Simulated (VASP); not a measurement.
# SnSe (I4/mmm) in VASP: single point with r2SCAN+rVV10

Aim: the single point of SnSe with r2SCAN+rVV10.

Program: VASP 6.6.1. These are calculated values, not measurements. Logs are shortened: lines on timing, memory, paths and dates and some standing lists are left out, and cuts for length are marked.

### Step 1. The cell of the first run

Symmetry: I4/mmm, No. 139, tetragonal system. The conventional cell has a = 4.231 Å, b = 4.231 Å, c = 12.710 Å, α = 90.00°, β = 90.00°, γ = 90.00°. Sn (site symmetry 4mm) has 5 Se at 2.71 to 2.99 Å and 1 Sn at 3.52 Å within 3.6 Å. Within 3.6 Å of Se (site symmetry 4mm) lie 5 Sn at 2.71 to 2.99 Å.

### Step 2. Single point, r2SCAN+rVV10

POSCAR

```
SnSe
1.0
   -2.1155076228      2.1155076228      6.3549407190
    2.1155076228     -2.1155076228      6.3549407190
    2.1155076228      2.1155076228     -6.3549407190
Sn Se
2 2
Direct
    0.8616975307      0.8616975307      0.0000000000
    0.1383024693      0.1383024693      0.0000000000
    0.6481247364      0.6481247364      0.0000000000
    0.3518752636      0.3518752636      0.0000000000
```

INCAR.step1

```
SYSTEM = SnSe
ALGO = Normal ; EDIFF = 1E-5
ENCUT = 550 ; GGA = PE
GGA_COMPAT = .FALSE. ; ISMEAR = -1
LASPH = .TRUE. ; LCHARG = .FALSE.
LREAL = .FALSE. ; LWAVE = .TRUE.
NBANDS = 28 ; NELM = 120
PREC = Accurate ; SIGMA = 0.03
```

INCAR.step2

```
SYSTEM = SnSe
ALGO = Normal ; BPARAM = 11.95
CPARAM = 0.0093 ; EDIFF = 1E-6
ENCUT = 550 ; GGA_COMPAT = .FALSE.
ISIF = 2 ; ISMEAR = -1
ISTART = 1 ; IVDW_NL = 2
LASPH = .TRUE. ; LCHARG = .TRUE.
LELF = .TRUE. ; LMIXTAU = .TRUE.
LREAL = .FALSE. ; LUSE_VDW = .TRUE.
LVHAR = .TRUE. ; LWAVE = .FALSE.
METAGGA = R2SCAN ; NBANDS = 28
NELM = 120 ; PREC = Accurate
SIGMA = 0.03
```

KPOINTS

```
k-points
0
G
  8 8 8
  0 0 0
```

Potentials or basis: VASP PAW PBE potentials, release 64 (Sn_d, Se).

The run is started by

```
> cat potpaw_PBE.64/Sn_d/POTCAR potpaw_PBE.64/Se/POTCAR > POTCAR
> cp INCAR.step1 INCAR
> mpirun -np 1 vasp_std > vasp.out
> cp INCAR.step2 INCAR
> mpirun -np 1 vasp_std > vasp.out
```

OUTCAR:

```text
SYSTEM = SnSe
   BPARAM = 11.95
   EDIFF = 1E-6
   ENCUT = 550
   ISIF = 2
   ISMEAR = -1
   ISTART = 1
   IVDW_NL = 2
   LASPH = .TRUE.
   LREAL = .FALSE.
   METAGGA = R2SCAN
   NELM = 120
   PREC = Accurate

 ion  position               nearest neighbor table
   1  0.862  0.862  0.000-   3 2.71   4 2.99   4 2.99   4 2.99   4 2.99   2 3.52
   2  0.138  0.138  0.000-   4 2.71   3 2.99   3 2.99   3 2.99   3 2.99   1 3.52
   3  0.648  0.648  0.000-   1 2.71   2 2.99   2 2.99   2 2.99   2 2.99
   4  0.352  0.352  0.000-   2 2.71   1 2.99   1 2.99   1 2.99   1 2.99

  LATTYP: Found a body centered tetragonal cell.
 ALAT       =     4.2310152456
 C/A-ratio  =     3.0039791162

  Lattice vectors:

 A1 = (  -2.1155076228,   2.1155076228,   6.3549407190)
 A2 = (   2.1155076228,  -2.1155076228,   6.3549407190)
 A3 = (   2.1155076228,   2.1155076228,  -6.3549407190)

Analysis of symmetry for initial positions (statically):
=====================================================================
 Subroutine PRICEL returns:
 Original cell was already a primitive cell.

 Routine SETGRP: Setting up the symmetry group for a
 body centered tetragonal supercell.

 Subroutine GETGRP returns: Found 16 space group operations
 (whereof 16 operations were pure point group operations)
 out of a pool of 16 trial point group operations.

The static configuration has the point symmetry D_4h.

Analysis of symmetry for dynamics (positions and initial velocities):
=====================================================================
 Subroutine PRICEL returns:
 Original cell was already a primitive cell.

 Routine SETGRP: Setting up the symmetry group for a
 body centered tetragonal supercell.

 Subroutine GETGRP returns: Found 16 space group operations
 (whereof 16 operations were pure point group operations)
 out of a pool of 16 trial point group operations.

The dynamic configuration has the point symmetry D_4h.

 Subroutine INISYM returns: Found 16 space group operations
 (whereof 16 operations are pure point group operations),
 and found     1 'primitive' translations

----------------------------------------------------------------------------------------

                                     Primitive cell

  volume of cell :     113.7629

  direct lattice vectors                    reciprocal lattice vectors
[... 83 lines left out ...]
   ISTART =      1    job   : 0-new  1-cont  2-samecut
   ICHARG =      0    charge: 1-file 2-atom 10-const
   ISPIN  =      1    spin polarized calculation?
   LNONCOLLINEAR =      F non collinear calculations
   LSORBIT =      F    spin-orbit coupling
   LASPH  =      T    aspherical Exc in radial PAW
   ENCUT  =  550.0 eV  40.42 Ry    6.36 a.u.  13.43 13.43 13.43*2*pi/ulx,y,z
   NELM   =    120;   NELMIN=  2; NELMDL=  0     # of ELM steps
   EDIFF  = 0.1E-05   stopping-criterion for ELM
   LREAL  =      F    real-space projection
   EDIFFG = 0.1E-04   stopping-criterion for IOM
   NSW    =      0    number of steps for IOM
   IBRION =     -1    ionic relax: 0-MD 1-quasi-New 2-CG
   NFREE  =      0    steps in history (QN), initial steepest desc. (CG)
   ISIF   =      2    stress and relaxation
   ISYM   =      2    0-nonsym 1-usesym 2-fastsym
   POTIM  = 0.5000    time-step for ionic-motion
   TEBEG  =    0.0;   TEEND  =   0.0 temperature during run
   PSTRESS=    0.0 pullay stress
   NELECT =      40.0000    total number of electrons
   NUPDOWN=      -1.0000    fix difference up-down
   EMIN   =  10.00;   EMAX   =-10.00  energy-range for DOS
   EFERMI =   0.00;   METHOD = LEGACY
   ISMEAR =    -1;   SIGMA  =   0.03  broadening in eV -4-tet -1-fermi 0-gaus
   EFERMI_NEDOS =   21; number of points for ismear=-14 and -15
   IALGO  =     38    algorithm
   IMIX   =      4    mixing-type and parameters
     AMIX     =   0.40;   BMIX     =  1.00
     AMIX_MAG =   1.60;   BMIX_MAG =  1.00
  volume/ion in A,a.u.               =      28.44       191.93
  Fermi-wavevector in a.u.,A,eV,Ry     =   1.155477  2.183535 18.165504  1.335127
  Thomas-Fermi vector in A             =   2.292105
   LORBIT       =      0    0 simple, 1 ext, 2 COOP (PROOUT), +10 PAW based schemes
   METAGGA = R2SCAN    functional components
   LHFCALC =     F    Hartree Fock is set to
   AEXX    =    0.0000 exact exchange contribution
   IVDW_NL    =     2    kernel type
   BPARAM     =11.9500
   IVDW    =     0    specifies the selected vdW correction
   LEPSILON=     F    determine dielectric tensor
   LRPA    =     F    only Hartree local field effects (RPA)
 non-spin polarized calculation
  energy-cutoff  :      550.00
  volume of cell :      113.76
 maximum number of plane-waves:      3360
 NGX is ok and might be reduce to    54
   NGX = 27   NGY = 27   NGZ = 27

 number of electron      40.0000002 magnetization

 Free energy of the ion-electron system (eV)
  ---------------------------------------------------
  ext. energy  EPLUGINS =         0.00000000
  ---------------------------------------------------
  free energy    TOTEN  =       -78.63214971 eV

  energy without entropy =      -78.63070875  energy(sigma->0) =      -78.63142923

 E-fermi :   5.1994     XC(G=0):  -9.9428

 val. band max:        4.9963153717   @ k =   0.5000   0.5000   0.5000
 cond. band min:       5.2011500118   @ k =  -0.2500   0.3750   0.2500
 fundamental gap:      0.2048346401
 Fermi energy:         5.1994092838

 k-point     1 :       0.0000    0.0000    0.0000
  band No.  band energies     occupation
      1     -17.2953      2.00000
      2     -17.2930      2.00000
      3     -17.2914      2.00000
      4     -17.2848      2.00000
      5     -17.2707      2.00000
      6     -17.2535      2.00000
[... 733 lines left out ...]
     27      10.4274      0.00000
     28      10.7480      0.00000

 [... further k-points ...]
[... 5 lines left out ...]
  --------------------------------------------------------------------------------------
  -------------------------------------------------------------------------------------
  Total        0.1275186      0.1275186      0.0807765      0.0000000      0.0000000      0.0000000
  in kB        1.7959055      1.7959055      1.1376134      0.0000000      0.0000000      0.0000000
  external PRESSURE =       1.5764748 kB  Pullay stress =       0.0000000 kB

 VOLUME and BASIS-vectors are now :
 -----------------------------------------------------------------------------
  energy-cutoff  :      550.00
  volume of cell :      113.76
      direct lattice vectors                 reciprocal lattice vectors
    -2.115507623  2.115507623  6.354940719     0.000000000  0.236349893  0.078678940
     2.115507623 -2.115507623  6.354940719     0.236349893  0.000000000  0.078678940
     2.115507623  2.115507623 -6.354940719     0.236349893  0.236349893  0.000000000

 POSITION                                       TOTAL-FORCE (eV/Angst)
 -----------------------------------------------------------------------------------
      0.00000      0.00000     10.95207         0.000000      0.000000      0.017560
      0.00000      0.00000      1.75781         0.000000      0.000000     -0.017560
      0.00000      0.00000      8.23759        -0.000000     -0.000000     -0.015784
      0.00000      0.00000      4.47229         0.000000      0.000000      0.015784
 -----------------------------------------------------------------------------------
    total drift:                               -0.000000     -0.000000      0.000000

  FREE ENERGIE OF THE ION-ELECTRON SYSTEM (eV)
  ---------------------------------------------------
  free  energy   TOTEN  =       -78.6321497073 eV

  energy  without entropy=      -78.6307087474  energy(sigma->0) =      -78.63142923
```

It took 54 min on 1 thread of Intel Xeon 8259CL, shared host; peak memory 1.1 GiB.

What came out:

```
Free energy            : -78.6321 eV
Pressure               : 0.2 GPa
Largest force          : 0.018 eV/Å
Band gap on the k mesh : zero (bands 20 and 21 overlap by 0.20 eV)
```

Forces in eV/Å, atoms in the order of the input:
```
Sn   0.000  0.000  0.018
Sn   0.000  0.000 -0.018
Se   0.000  0.000 -0.016
Se   0.000  0.000  0.016
```

Caveat: semilocal functionals underestimate gaps, so a narrow gap can read as zero; the PAW data sets were made with another functional, which shifts forces and pressure a little; spin-orbit coupling is left out, which moves the levels of the heavy elements.
